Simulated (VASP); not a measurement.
# Pt (Fm-3m) in VASP: notebook

Pt is run at these levels: PBE; tasks: single point, relaxation of cell and atoms.

Program: VASP 6.6.1. These are calculated values, not measurements. Logs are shortened: lines on timing, memory, paths and dates and some standing lists are left out, and cuts for length are marked.

## (1) The cell of the first run

The structure is cubic, space group Fm-3m (No. 225). The conventional cell has a = 3.969 Å, b = 3.969 Å, c = 3.969 Å, α = 90.00°, β = 90.00°, γ = 90.00°. Pt (site symmetry m-3m) has 12 Pt at 2.81 Å within 3.7 Å.

## (2) Single point, PBE

Input file INCAR:

```
PREC = Accurate
ENCUT = 520
EDIFF = 1E-7
ISMEAR = 0
SIGMA = 0.1
LREAL = F
LASPH = T
NELM = 100
ALGO = Normal
ISIF = 2
LWAVE = F
LCHARG = F
GGA = PE
NBANDS = 11
```

Input file KPOINTS:

```
regular mesh
0
Gamma
  16 16 16
```

Input file POSCAR:

```
Pt
1.0
    0.0000000000      1.9847426261      1.9847426261
    1.9847426261      0.0000000000      1.9847426261
    1.9847426261      1.9847426261      0.0000000000
Pt
1
Direct
    0.0000000000      0.0000000000      0.0000000000
```

Potentials or basis: VASP PAW PBE potentials, release 64 (Pt).

The run is started by

```
$ cat potpaw_PBE.64/Pt/POTCAR > POTCAR
$ mpirun -np 1 vasp_std > vasp.out
```

OUTCAR:

```text
PREC = Accurate
   ENCUT = 520
   EDIFF = 1E-7
   ISMEAR = 0
   LREAL = F
   LASPH = T
   NELM = 100
   ISIF = 2
   GGA = PE

 ion  position               nearest neighbor table
   1  0.000  0.000  0.000-

  LATTYP: Found a face centered cubic cell.
 ALAT       =     3.9694852522

  Lattice vectors:

 A1 = (   0.0000000000,   1.9847426261,   1.9847426261)
 A2 = (   1.9847426261,   0.0000000000,   1.9847426261)
 A3 = (   1.9847426261,   1.9847426261,   0.0000000000)

Analysis of symmetry for initial positions (statically):
=====================================================================
 Subroutine PRICEL returns:
 Original cell was already a primitive cell.

 Routine SETGRP: Setting up the symmetry group for a
 face centered cubic supercell.

 Subroutine GETGRP returns: Found 48 space group operations
 (whereof 48 operations were pure point group operations)
 out of a pool of 48 trial point group operations.

The static configuration has the point symmetry O_h .

Analysis of symmetry for dynamics (positions and initial velocities):
=====================================================================
 Subroutine PRICEL returns:
 Original cell was already a primitive cell.

 Routine SETGRP: Setting up the symmetry group for a
 face centered cubic supercell.

 Subroutine GETGRP returns: Found 48 space group operations
 (whereof 48 operations were pure point group operations)
 out of a pool of 48 trial point group operations.

The dynamic configuration has the point symmetry O_h .

 Subroutine INISYM returns: Found 48 space group operations
 (whereof 48 operations are pure point group operations),
 and found     1 'primitive' translations

----------------------------------------------------------------------------------------

                                     Primitive cell

  volume of cell :      15.6366

  direct lattice vectors                    reciprocal lattice vectors
     0.000000000  1.984742626  1.984742626    -0.251921833  0.251921833  0.251921833
     1.984742626  0.000000000  1.984742626     0.251921833 -0.251921833  0.251921833
     1.984742626  1.984742626  0.000000000     0.251921833  0.251921833 -0.251921833

  length of vectors
     2.806849940  2.806849940  2.806849940     0.436341414  0.436341414  0.436341414

  position of ions in fractional coordinates (direct lattice)
     0.000000000  0.000000000  0.000000000

  ion indices of the primitive-cell ions
   primitive index   ion index
                 1           1

----------------------------------------------------------------------------------------

 KPOINTS: regular mesh

Automatic generation of k-mesh.
 Grid dimensions read from file:
 generate k-points for:   16   16   16

 Generating k-lattice:

  Cartesian coordinates                     Fractional coordinates (reciprocal lattice)
    -0.015745115  0.015745115  0.015745115     0.062500000  0.000000000  0.000000000
     0.015745115 -0.015745115  0.015745115     0.000000000  0.062500000  0.000000000
     0.015745115  0.015745115 -0.015745115     0.000000000  0.000000000  0.062500000

  Length of vectors
     0.027271338  0.027271338  0.027271338

  Shift w.r.t. Gamma in fractional coordinates (k-lattice)
     0.000000000  0.000000000  0.000000000

 Subroutine IBZKPT returns following result:
 ===========================================

 Found    145 irreducible k-points:

 Following reciprocal coordinates:
            Coordinates               Weight
  0.000000  0.000000  0.000000      1.000000
  0.062500  0.000000  0.000000      8.000000
  0.125000  0.000000  0.000000      8.000000
  0.187500  0.000000  0.000000      8.000000
  0.250000  0.000000  0.000000      8.000000
  0.312500  0.000000  0.000000      8.000000
[... 16 lines left out ...]
 -0.125000  0.062500  0.000000     24.000000
 -0.062500  0.062500  0.000000     12.000000
 [... further k-points ...]
   k-points           NKPTS =    145   k-points in BZ     NKDIM =    145   number of bands    NBANDS=     11
   number of dos      NEDOS =    301   number of ions     NIONS =      1
   total plane-waves  NPLWV =  13824
   dimension x,y,z NGX =    24 NGY =   24 NGZ =   24
   dimension x,y,z NGXF=    48 NGYF=   48 NGZF=   48
   ions per type =               1
   NGX,Y,Z   is equivalent  to a cutoff of  14.21, 14.21, 14.21 a.u.
   NGXF,Y,Z  is equivalent  to a cutoff of  28.43, 28.43, 28.43 a.u.
 SYSTEM =  unknown system
   PREC   = accura    normal or accurate (medium, high low for compatibility)
   ISTART =      0    job   : 0-new  1-cont  2-samecut
   ICHARG =      2    charge: 1-file 2-atom 10-const
   ISPIN  =      1    spin polarized calculation?
   LNONCOLLINEAR =      F non collinear calculations
   LSORBIT =      F    spin-orbit coupling
   LASPH  =      T    aspherical Exc in radial PAW
   ENCUT  =  520.0 eV  38.22 Ry    6.18 a.u.   5.22  5.22  5.22*2*pi/ulx,y,z
   NELM   =    100;   NELMIN=  2; NELMDL= -5     # of ELM steps
[... 121 lines left out ...]
      8      26.8991      0.00000
      9      32.8213      0.00000
     10      32.8213      0.00000
     11      33.8003      0.00000

 k-point     6 :       0.3125    0.0000    0.0000
  band No.  band energies     occupation
      1       3.3206      2.00000
      2       7.1940      2.00000
      3       7.2438      2.00000
      4       7.2438      2.00000
      5       9.6363      2.00000
      6       9.6363      2.00000
      7      21.4195      0.00000
      8      26.2573      0.00000
      9      32.0539      0.00000
     10      32.0539      0.00000
     11      34.7676      0.00000

 k-point     7 :       0.3750    0.0000    0.0000
  band No.  band energies     occupation
      1       3.5674      2.00000
      2       7.0973      2.00000
      3       7.0973      2.00000
      4       8.2666      2.00000
      5      10.1076      2.00000
      6      10.1076      2.00000
      7      19.0984      0.00000
      8      25.5243      0.00000
      9      30.6495      0.00000
     10      30.6495      0.00000
     11      36.6463      0.00000

 k-point     8 :       0.4375    0.0000    0.0000
  band No.  band energies     occupation
      1       3.6225      2.00000
      2       6.9880      2.00000
      3       6.9880      2.00000
      4       9.5636      2.00000
      5      10.4703      1.77684
      6      10.4703      1.77684
      7      17.0778      0.00000
      8      25.0386      0.00000
      9      29.6617      0.00000
     10      29.6617      0.00000
     11      37.9190      0.00000
[... 141 lines left out ...]
 k-point    19 :      -0.3750    0.0625    0.0000
  band No.  band energies     occupation
      1       3.7254      2.00000
      2       6.9862      2.00000
      3       7.1319      2.00000
      4       8.3224      2.00000
      5      10.0244      2.00000
      6      10.8745      0.00001
      7      18.4000      0.00000
      8      25.5106      0.00000
      9      29.1258      0.00000
     10      30.7271      0.00000
     11      36.2185      0.00000

 k-point    20 :      -0.3125    0.0625    0.0000
  band No.  band energies     occupation
      1       3.5676      2.00000
      2       7.1071      2.00000
      3       7.2712      2.00000
      4       7.3254      2.00000
      5       9.4987      2.00000
      6      10.3018      1.99968
      7      20.6977      0.00000
      8      26.1481      0.00000
      9      29.9418      0.00000
     10      32.4206      0.00000
     11      34.3824      0.00000

 k-point    21 :      -0.2500    0.0625    0.0000
  band No.  band energies     occupation
      1       3.1084      2.00000
      2       6.6345      2.00000
      3       7.3256      2.00000
      4       7.4192      2.00000
      5       9.0002      2.00000
      6       9.7678      2.00000
      7      23.0248      0.00000
      8      26.8631      0.00000
      9      30.8627      0.00000
     10      32.8521      0.00000
     11      34.4918      0.00000

 k-point    22 :      -0.1875    0.0625    0.0000
  band No.  band energies     occupation
      1       2.3948      2.00000
      2       6.5027      2.00000
      3       7.4038      2.00000
      4       7.4607      2.00000
      5       8.7038      2.00000
      6       9.3542      2.00000
      7      25.1429      0.00000
      8      27.0856      0.00000
      9      30.9166      0.00000
     10      33.0392      0.00000
     11      33.3282      0.00000

 k-point    23 :      -0.1250    0.0625    0.0000
  band No.  band energies     occupation
      1       1.6864      2.00000
      2       6.6316      2.00000
      3       7.3222      2.00000
      4       7.3424      2.00000
      5       8.7058      2.00000
      6       9.1368      2.00000
      7      26.5375      0.00000
      8      27.0235      0.00000
      9      30.3563      0.00000
     10      31.9749      0.00000
     11      35.0106      0.00000

 k-point    24 :      -0.0625    0.0625    0.0000
  band No.  band energies     occupation
      1       1.1672      2.00000
      2       6.8183      2.00000
      3       7.1474      2.00000
      4       7.1891      2.00000
      5       8.8561      2.00000
      6       9.0613      2.00000
      7      25.9064      0.00000
      8      28.4857      0.00000
      9      30.1058      0.00000
     10      30.9426      0.00000
     11      36.8264      0.00000

 [... further k-points ...]
[... 5 lines left out ...]
  --------------------------------------------------------------------------------------
  -------------------------------------------------------------------------------------
  Total       -0.0454423     -0.0454423     -0.0454423     -0.0000000      0.0000000     -0.0000000
  in kB       -4.6561594     -4.6561594     -4.6561594     -0.0000000      0.0000000     -0.0000000
  external PRESSURE =      -4.6561594 kB  Pullay stress =       0.0000000 kB

 VOLUME and BASIS-vectors are now :
 -----------------------------------------------------------------------------
  energy-cutoff  :      520.00
  volume of cell :       15.64
      direct lattice vectors                 reciprocal lattice vectors
     0.000000000  1.984742626  1.984742626    -0.251921833  0.251921833  0.251921833
     1.984742626  0.000000000  1.984742626     0.251921833 -0.251921833  0.251921833
     1.984742626  1.984742626  0.000000000     0.251921833  0.251921833 -0.251921833

 POSITION                                       TOTAL-FORCE (eV/Angst)
 -----------------------------------------------------------------------------------
      0.00000      0.00000      0.00000         0.000000      0.000000      0.000000
 -----------------------------------------------------------------------------------
    total drift:                               -0.000000      0.000000      0.000000

  FREE ENERGIE OF THE ION-ELECTRON SYSTEM (eV)
  ---------------------------------------------------
  free  energy   TOTEN  =        -6.1015307982 eV

  energy  without entropy=       -6.0896978494  energy(sigma->0) =       -6.09561432
```

It took 11 s on 1 thread of Intel Xeon 6975P-C (Granite Rapids), shared host; peak memory 0.16 GiB.

Results:

* Free energy: -6.1015 eV
* Pressure: -0.5 GPa
* Band gap on the k mesh: zero (band 5 reaches 11.03 eV, above the bottom of band 6 at 8.94 eV)

Caveat: spin-orbit coupling is left out, which moves the levels of the heavy elements.

## (3) Single point, PBE

This run uses another cell than the first one, of 15.69 Å³/atom, 1.003 times its volume.

Input file INCAR:

```
PREC     = Accurate       # precision mode
ENCUT    = 520            # plane-wave cutoff, eV
EDIFF    = 1E-6           # SCF threshold, eV
ISMEAR   = -1             # smearing method
SIGMA    = 0.15           # smearing width, eV
LREAL    = False          # projectors in reciprocal space
LASPH    = True           # aspherical terms in the spheres
NELM     = 100            # most SCF steps
ALGO     = Fast           # electronic algorithm
ISIF     = 2              # what is computed and relaxed
LWAVE    = False          # write WAVECAR
LCHARG   = True           # write CHGCAR
GGA      = PE             # functional
LELF     = True           # ELF
LVHAR    = True         
NBANDS   = 11             # bands
```

Input file KPOINTS:

```
Automatic mesh
0
Gamma
  16 16 16
```

Input file POSCAR:

```
Pt
1.0
    0.0000000000      1.9869193098      1.9869193098
    1.9869193098      0.0000000000      1.9869193098
    1.9869193098      1.9869193098      0.0000000000
Pt
1
Direct
    0.0000000000      0.0000000000      0.0000000000
```

Potentials or basis: VASP PAW PBE potentials, release 64 (Pt).

The run is started by

```
$ cat potpaw_PBE.64/Pt/POTCAR > POTCAR
$ mpirun -np 1 vasp_std > vasp.out
```

Run time: 12 s. Hardware: 1 thread of Intel Xeon 6975P-C (Granite Rapids), shared host; peak memory 0.16 GiB.

It converged, with:

```yaml
Free_energy: -6.1632 eV
Pressure: -0.5 GPa
Band_gap_on_the_k_mesh: zero (band 5 reaches 10.98 eV, above the bottom of band 6 at 8.89 eV)
```

Levels at points of the mesh, in eV from the Fermi level:
| k point | band 1 | band 2 | band 3 | band 4 | band 5 | band 6 | band 7 | band 8 | band 9 | band 10 |
| --- | --- | --- | --- | --- | --- | --- | --- | --- | --- | --- |
| (0.00, 0.00, 0.00) | -9.79 | -3.57 | -3.57 | -3.57 | -1.55 | -1.55 | 14.73 | 19.47 | 19.47 | 19.47 |
| (0.50, 0.00, 0.00) | -6.93 | -3.62 | -3.62 | -0.33 | 0.02 | 0.02 | 5.53 | 14.28 | 18.69 | 18.69 |
| (0.50, 0.50, 0.00) | -6.67 | -6.23 | -0.02 | 0.44 | 0.44 | 1.84 | 8.44 | 11.25 | 11.25 | 19.65 |

Caveat: spin-orbit coupling is left out, which moves the levels of the heavy elements.

## (4) Relaxation of cell and atoms, PBE

This run uses another cell than the first one, of 15.33 Å³/atom, 0.980 times its volume.

Input file INCAR:

```
SYSTEM = Pt
  PREC = Accurate
  ENCUT = 600
  EDIFF = 1E-6
  ISMEAR = 0
  SIGMA = 0.1
  LREAL = .False.
  LASPH = .True.
  NELM = 100
  ALGO = Normal
  ISIF = 3
  LWAVE = .False.
  LCHARG = .False.
  GGA = PE
  IBRION = 2
  NSW = 100
  EDIFFG = -0.002
```

Input file KPOINTS:

```
regular mesh
0
Gamma
  16 16 16
  0 0 0
```

Input file POSCAR:

```
Pt
1.0
    0.0000000000      1.9715751800      1.9715751800
    1.9715751800      0.0000000000      1.9715751800
    1.9715751800      1.9715751800      0.0000000000
Pt
1
Direct
    0.0000000000      0.0000000000      0.0000000000
```

The run is started by

```
$ cat potpaw_PBE.64/Pt/POTCAR > POTCAR
$ mpirun -np 1 vasp_std > vasp.out
```

It took 19 s on 1 thread of Intel Xeon 6975P-C (Granite Rapids), shared host; peak memory 0.16 GiB.

Results (log left out):

- Free energy: -6.1016 eV
- Relaxed volume: 15.61 Å³/atom
- Relaxed cell: a = 2.805 Å, b = 2.805 Å, c = 2.805 Å, α = 60.00°, β = 60.00°, γ = 60.00°
- Space group after relaxing (to 0.05 Å): Fm-3m (No. 225)
- Energy gained by relaxing: 4.2 meV/atom
- Ionic steps: 4
- Pressure after relaxing: 0.0 GPa
- Band gap on the k mesh: zero (band 5 reaches 11.07 eV, above the bottom of band 6 at 8.97 eV)

The path:
```tsv
step	energy change (eV)	largest force (eV/Å)	pressure (GPa)	volume (Å³)
1	0.0000	0.0000	4.85	15.33
2	0.0224	0.0000	-10.53	16.38
3	-0.0042	0.0000	-0.07	15.62
4	-0.0042	0.0000	0.02	15.61
```

Final structure:
```yaml
crystal:
  lattice:
    - [0.00000, 1.98366, 1.98366]
    - [1.98366, 0.00000, 1.98366]
    - [1.98366, 1.98366, 0.00000]
  atoms:
    - { symbol: Pt, position: [0.00000, 0.00000, 0.00000] }
```

Levels at points of the mesh, in eV from the Fermi level:
```csv
k point,band 2,band 3,band 4,band 5,band 6,band 7,band 8,band 9
"(0.00, 0.00, 0.00)",-3.56,-3.56,-3.56,-1.53,-1.53,14.76,19.53,19.53
"(0.50, 0.00, 0.00)",-3.62,-3.62,-0.31,0.05,0.05,5.60,14.31,18.77
"(0.50, 0.50, 0.00)",-6.24,0.02,0.48,0.48,1.87,8.53,11.31,11.31
```

Caveat: spin-orbit coupling is left out, which moves the levels of the heavy elements.

## (5) Relaxation of cell and atoms, PBE

Input file INCAR:

```
SYSTEM = Pt
ALGO = Normal
EDIFF = 1E-7
EDIFFG = -0.001
ENCUT = 600
GGA = PE
IBRION = 2
ISIF = 3
ISMEAR = -1
LASPH = .TRUE.
LCHARG = .FALSE.
LREAL = .FALSE.
LWAVE = .FALSE.
NELM = 100
NSW = 80
PREC = Accurate
SIGMA = 0.15
```

Input file KPOINTS:

```
k-points
0
G
  16 16 16
  0 0 0
```

Input file POSCAR:

```
Pt
1.0
    0.0000000000      1.9847426261      1.9847426261
    1.9847426261      0.0000000000      1.9847426261
    1.9847426261      1.9847426261      0.0000000000
Pt
1
Direct
    0.0000000000      0.0000000000      0.0000000000
```

The run is started by

```
$ cat potpaw_PBE.64/Pt/POTCAR > POTCAR
$ mpirun -np 1 vasp_std > vasp.out
```

It took 17 s on 1 thread of Intel Xeon 6975P-C (Granite Rapids), shared host; peak memory 0.16 GiB.

Results (log left out):

| Item | Value |
| --- | --- |
| Free energy | -6.1634 eV |
| Relaxed volume | 15.66 Å³/atom |
| Relaxed cell | a = 2.808 Å, b = 2.808 Å, c = 2.808 Å, α = 60.00°, β = 60.00°, γ = 60.00° |
| Space group after relaxing (to 0.05 Å) | Fm-3m (No. 225) |
| Energy gained by relaxing | 0.0 meV/atom |
| Ionic steps | 3 |
| Pressure after relaxing | 0.0 GPa |
| Band gap on the k mesh | zero (band 5 reaches 11.01 eV, above the bottom of band 6 at 8.92 eV) |

Final structure:
```
Pt
1.0
     0.00000    1.98588    1.98588
     1.98588    0.00000    1.98588
     1.98588    1.98588    0.00000
Pt
1
Direct
  0.00000 0.00000 0.00000
```

Levels at points of the mesh, in eV from the Fermi level:
| k point | band 2 | band 3 | band 4 | band 5 | band 6 | band 7 | band 8 | band 9 |
| --- | --- | --- | --- | --- | --- | --- | --- | --- |
| (0.00, 0.00, 0.00) | -3.58 | -3.58 | -3.58 | -1.55 | -1.55 | 14.73 | 19.48 | 19.48 |
| (0.50, 0.00, 0.00) | -3.63 | -3.63 | -0.33 | 0.02 | 0.02 | 5.54 | 14.28 | 18.70 |
| (0.50, 0.50, 0.00) | -6.25 | -0.02 | 0.44 | 0.44 | 1.84 | 8.46 | 11.26 | 11.26 |

Caveat: spin-orbit coupling is left out, which moves the levels of the heavy elements.

## (6) Overview

| task | cell | cutoff (eV) | smearing | gap on the mesh (eV) | pressure (GPa) | relaxed volume (Å³/atom) |
| --- | --- | --- | --- | --- | --- | --- |
| single point | a = 2.807 Å, angles 60.0°, 1 atom | 520 | gaussian 0.1 eV | none | -0.5 | - |
| single point | a = 2.810 Å, angles 60.0°, 1 atom | 520 | fermi-dirac 0.15 eV | none | -0.5 | - |
| relaxation of cell and atoms | relaxed from a = 2.788 Å, angles 60.0°, 1 atom | 600 | gaussian 0.1 eV | none | 0.0 | 15.61 |
| relaxation of cell and atoms | relaxed from a = 2.807 Å, angles 60.0°, 1 atom | 600 | fermi-dirac 0.15 eV | none | 0.0 | 15.66 |

Alike in all rows: level PBE; potentials or basis VASP PAW PBE potentials, release 64 (Pt); no spin polarisation; k mesh 16 × 16 × 16.

Caveats: spin-orbit coupling is left out, which moves the levels of the heavy elements.

Absolute energies hang on the potentials; compare differences alone.
